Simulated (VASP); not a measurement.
# Rb (P6/mmm) in VASP: further runs, part 2 of 2

VASP 6.6.1. Earlier steps stand in the parts before.

## Step 4: Single point, r2SCAN (102.86 Å³/atom)

This run uses another cell than the first one, of 102.86 Å³/atom.

Input file POSCAR:

```
Rb
1.0
    8.4246949524      0.0000000000      0.0000000000
   -4.2123474762      7.2959998479      0.0000000000
    0.0000000000      0.0000000000      5.0204834266
Rb
3
Direct
    1.0000000000      1.0000000000      1.0000000000
    0.3333333333      0.6666666667      0.5000000000
    0.6666666667      0.3333333333      0.5000000000
```

Input file INCAR.step1:

```
SYSTEM = Rb
PREC = Accurate
ENCUT = 520
ISMEAR = -1
SIGMA = 0.1
LREAL = .FALSE.
LASPH = .TRUE.
NELM = 100
NBANDS = 20
GGA = PE
ALGO = Normal
EDIFF = 1E-4
LWAVE = .TRUE.
LCHARG = .FALSE.
```

Input file INCAR.step2:

```
SYSTEM = Rb
PREC = Accurate
ENCUT = 520
EDIFF = 1E-7
ISMEAR = -1
SIGMA = 0.1
LREAL = .FALSE.
LASPH = .TRUE.
NELM = 100
ALGO = Normal
ISIF = 2
LWAVE = .FALSE.
LCHARG = .FALSE.
METAGGA = R2SCAN
LMIXTAU = .TRUE.
NBANDS = 20
ISTART = 1
```

Input file KPOINTS:

```
regular mesh
0
G
  5 5 7
  0 0 0
```

Potentials or basis: VASP PAW PBE potentials, release 64 (Rb_sv).

On the command line:

```console
$ cat potpaw_PBE.64/Rb_sv/POTCAR > POTCAR
$ cp INCAR.step1 INCAR
$ mpirun -np 1 vasp_std > vasp.out
$ cp INCAR.step2 INCAR
$ mpirun -np 1 vasp_std > vasp.out
```

OUTCAR:

```text
SYSTEM = Rb
   PREC = Accurate
   ENCUT = 520
   EDIFF = 1E-7
   ISMEAR = -1
   LREAL = .FALSE.
   LASPH = .TRUE.
   NELM = 100
   ISIF = 2
   METAGGA = R2SCAN
   ISTART = 1

 ion  position               nearest neighbor table
   1  0.000  0.000  0.000-   2 5.47   3 5.47   2 5.47   3 5.47   2 5.47   2 5.47   3 5.47   3 5.47
                             3 5.47   3 5.47   2 5.47   2 5.47
   2  0.333  0.667  0.500-   3 4.86   3 4.86   3 4.86   1 5.47   1 5.47   1 5.47   1 5.47   1 5.47
                             1 5.47
   3  0.667  0.333  0.500-   2 4.86   2 4.86   2 4.86   1 5.47   1 5.47   1 5.47   1 5.47   1 5.47
                             1 5.47

  LATTYP: Found a hexagonal cell.
 ALAT       =     8.4246949524
 C/A-ratio  =     0.5959246542

  Lattice vectors:

 A1 = (   8.4246949524,   0.0000000000,   0.0000000000)
 A2 = (  -4.2123474762,   7.2959998479,   0.0000000000)
 A3 = (   0.0000000000,   0.0000000000,   5.0204834266)

Analysis of symmetry for initial positions (statically):
=====================================================================
 Subroutine PRICEL returns:
 Original cell was already a primitive cell.

[... 163 lines left out ...]

  energy without entropy =      -41.68441603  energy(sigma->0) =      -41.72491466

 E-fermi :  -0.1975     XC(G=0):  -5.4250

 val. band max:       -0.2362987067   @ k =   0.2000   0.2000   0.1429
 cond. band min:      -0.0143041912   @ k =   0.2000   0.0000   0.0000
 fundamental gap:      0.2219945155
 Fermi energy:        -0.1975362971

 k-point     1 :       0.0000    0.0000    0.0000
  band No.  band energies     occupation
      1     -30.3843      2.00000
      2     -30.3810      2.00000
      3     -30.2848      2.00000
      4     -13.9373      2.00000
      5     -13.9373      2.00000
      6     -13.8932      2.00000
[... 449 lines left out ...]
     19       2.1404      0.00000
     20       2.7722      0.00000

------------------------ aborting loop because EDIFF is reached ----------------------------------------

  FORCE on cell =-STRESS in cart. coord.  units (eV):
  Direction    XX          YY          ZZ          XY          YZ          ZX
  --------------------------------------------------------------------------------------
  -------------------------------------------------------------------------------------
  Total       -0.3207862     -0.3207862     -0.3297893     -0.0000000      0.0000000      0.0000000
  in kB       -1.6654891     -1.6654891     -1.7122320     -0.0000000      0.0000000      0.0000000
  external PRESSURE =      -1.6810701 kB  Pullay stress =       0.0000000 kB

 VOLUME and BASIS-vectors are now :
 -----------------------------------------------------------------------------
  energy-cutoff  :      520.00
  volume of cell :      308.59
      direct lattice vectors                 reciprocal lattice vectors
     8.424694952  0.000000000  0.000000000     0.118698660  0.068530703  0.000000000
    -4.212347476  7.295999848  0.000000000     0.000000000  0.137061406  0.000000000
     0.000000000  0.000000000  5.020483427     0.000000000  0.000000000  0.199184006

 POSITION                                       TOTAL-FORCE (eV/Angst)
 -----------------------------------------------------------------------------------
      0.00000      0.00000      0.00000        -0.000000      0.000000      0.000000
     -0.00000      4.86400      2.51024         0.000000      0.000000      0.000000
      4.21235      2.43200      2.51024         0.000000     -0.000000      0.000000
 -----------------------------------------------------------------------------------
    total drift:                                0.000000     -0.000000      0.000000

  FREE ENERGIE OF THE ION-ELECTRON SYSTEM (eV)
  ---------------------------------------------------
  free  energy   TOTEN  =       -41.7654132911 eV

  energy  without entropy=      -41.6844160299  energy(sigma->0) =      -41.72491466
```

OUTCAR.step1:

```text
SYSTEM = Rb
   PREC = Accurate
   ENCUT = 520
   ISMEAR = -1
   LREAL = .FALSE.
   LASPH = .TRUE.
   NELM = 100
[... 680 lines left out ...]
      0.00000      0.00000      0.00000         0.000000     -0.000000     -0.000000
     -0.00000      4.86400      2.51024         0.000000      0.000000     -0.000000
      4.21235      2.43200      2.51024        -0.000000      0.000000      0.000000
 -----------------------------------------------------------------------------------
    total drift:                                0.000000     -0.000000      0.000000

  FREE ENERGIE OF THE ION-ELECTRON SYSTEM (eV)
  ---------------------------------------------------
  free  energy   TOTEN  =        -2.8058456623 eV

  energy  without entropy=       -2.7181338787  energy(sigma->0) =       -2.76198977
```

OSZICAR.step1:

```text
N       E                     dE             d eps       ncg     rms          rms(c)
DAV:   1     0.194632936035E+03    0.19463E+03   -0.97262E+03   808   0.100E+03
DAV:   2     0.191004763558E+02   -0.17553E+03   -0.17257E+03  1020   0.210E+02
DAV:   3    -0.213234571586E+01   -0.21233E+02   -0.21187E+02  1256   0.700E+01
DAV:   4    -0.277905743069E+01   -0.64671E+00   -0.64514E+00  1100   0.134E+01
DAV:   5    -0.279882336685E+01   -0.19766E-01   -0.19764E-01  1128   0.190E+00    0.179E+00
DAV:   6    -0.280199312656E+01   -0.31698E-02   -0.72417E-03  1064   0.475E-01    0.107E+00
DAV:   7    -0.280538984509E+01   -0.33967E-02   -0.85679E-03   936   0.483E-01    0.773E-02
DAV:   8    -0.280582303345E+01   -0.43319E-03   -0.62272E-04   980   0.144E-01    0.186E-02
DAV:   9    -0.280584566228E+01   -0.22629E-04   -0.26675E-05   612   0.277E-02
   1 F= -.28058457E+01 E0= -.27619898E+01  d E =-.877118E-01
```

It took 8 min on 1 thread of AMD EPYC 9R45 (Zen 5), shared host; peak memory 0.43 GiB.

What came out:

```
Free energy            : -41.7654 eV
Pressure               : -0.2 GPa
Band gap on the k mesh : zero (an odd number of electrons rules out a gap without spin polarisation)
```

Caveat: the PAW data sets were made with another functional, which shifts forces and pressure a little.

## Step 5: Overview

```csv
cell,gap on the mesh (eV),pressure (GPa)
"a = 8.211, b = 8.211, c = 4.893 Å, angles 90.0, 90.0, 120.0°, 3 atoms",none,0.0
"a = 8.319, b = 8.319, c = 4.958 Å, angles 90.0, 90.0, 120.0°, 3 atoms",none,-0.1
"a = 8.425, b = 8.425, c = 5.020 Å, angles 90.0, 90.0, 120.0°, 3 atoms",none,-0.2
```

Alike in all rows: task single point; level r2SCAN; potentials or basis VASP PAW PBE potentials, release 64 (Rb_sv); no spin polarisation; k mesh 5 × 5 × 7; cutoff (eV) 520; smearing fermi-dirac 0.1 eV.

Caveats: the PAW data sets were made with another functional, which shifts forces and pressure a little.

Absolute energies hang on the potentials; compare differences alone.
